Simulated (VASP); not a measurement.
Input of a VASP 6.6.1 run:

File INCAR:

```
PREC = Accurate
ENCUT = 520
EDIFF = 1E-8
ISMEAR = 0
SIGMA = 0.01
LREAL = False
LASPH = True
NELM = 60
ALGO = Normal
ISIF = 2
LWAVE = False
LCHARG = True
GGA = PS
NBANDS = 24
IBRION = 8
NSW = 1
LEPSILON = True
```

File KPOINTS:

```
regular mesh
0
Gamma
  6 6 6
```

Contents of POSCAR:

```
KMgF3
1.0
    3.9916986008      0.0000000000      0.0000000000
    0.0000000000      3.9916986008      0.0000000000
    0.0000000000      0.0000000000      3.9916986008
K Mg F
1 1 3
Direct
    0.0000000000      0.0000000000      0.0000000000
    0.5000000000      0.5000000000      0.5000000000
    0.5000000000      0.5000000000      0.0000000000
    0.5000000000      0.0000000000      0.5000000000
    0.0000000000      0.5000000000      0.5000000000
```

Potentials or basis: VASP PAW PBE potentials, release 64 (K_sv, Mg, F).

Launch:

```bash
$ cat potpaw_PBE.64/K_sv/POTCAR potpaw_PBE.64/Mg/POTCAR potpaw_PBE.64/F/POTCAR > POTCAR
$ mpirun -np 1 vasp_std > vasp.out
```

Task: Predict the electronic dielectric tensor (diagonal).

Result: 2.09.

Task: Predict the Born charges (mean of the diagonal).

Result: K +1.19; Mg +1.99; F -1.06 e.

Task: Predict the highest phonon frequency at Γ, LO-TO splitting left out.

Result: 463 cm⁻¹.

Phonon frequencies in cm⁻¹ (negative: imaginary):
```tsv
q point	frequencies
(0.000, 0.000, 0.000)	0 0 0 146 146 146 183 183 183 284 284 284 463 463 463
```
